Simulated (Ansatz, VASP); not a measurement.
One calculation of Rh, two programs

File INCAR:

```
ALGO = Normal
EDIFF = 1E-8
ENCUT = 520
GGA = PS
ISIF = 2
ISMEAR = -1
LASPH = T
LCHARG = F
LEFG = T
LREAL = F
LWAVE = F
NBANDS = 14
NELM = 80
PREC = Accurate
SIGMA = 0.08
```

KPOINTS

```
k-points
0
Gamma
  16 16 16
```

POSCAR

```
Rh
1.0
    0.0000000000      1.9078674883      1.9078674883
    1.9078674883      0.0000000000      1.9078674883
    1.9078674883      1.9078674883      0.0000000000
Rh
1
Direct
    0.0000000000      0.0000000000      0.0000000000
```

Input for Ansatz:

```yaml
crystal:
  lattice:
    - [0.0, 1.9078674883, 1.9078674883]
    - [1.9078674883, 0.0, 1.9078674883]
    - [1.9078674883, 1.9078674883, 0.0]
  atoms:
    - { symbol: Rh, position: [0.0, 0.0, 0.0] }
kpoints:
  mp_grid: { grid: [16, 16, 16] }
scf:
  occupations: { method: fermi_dirac, width: 0.08 }
hamiltonian:
  xc: pbesol
  pseudopotentials: { kind: all_electron, datasets: crystal }
output:
  forces: true
  stress: true
  eigenvalues: true
  efg: { contact_densities: true }
```

Change from the starting cell: volume scaled by 1.01, crystal datasets.

Alike in both runs: task electric field gradients; functional PBEsol; k mesh 16 × 16 × 16; occupations fermi-dirac, width 0.08 eV; no spin polarisation.

|  | VASP | Ansatz |
| --- | --- | --- |
| version | VASP 6.6.1 | Ansatz 0.2.0 |
| potentials or method | VASP PAW PBE potentials, release 64 (Rh_pv), cutoff 520 eV | all-electron PAW with datasets made for the crystal, scalar-relativistic |

```csv
,VASP,Ansatz,Ansatz less VASP
pressure (GPa),-7.5,-7.5,+0.05
```

VASP's potentials were made for PBE, not for PBEsol. Ansatz ran all-electron here, and VASP with PAW potentials.
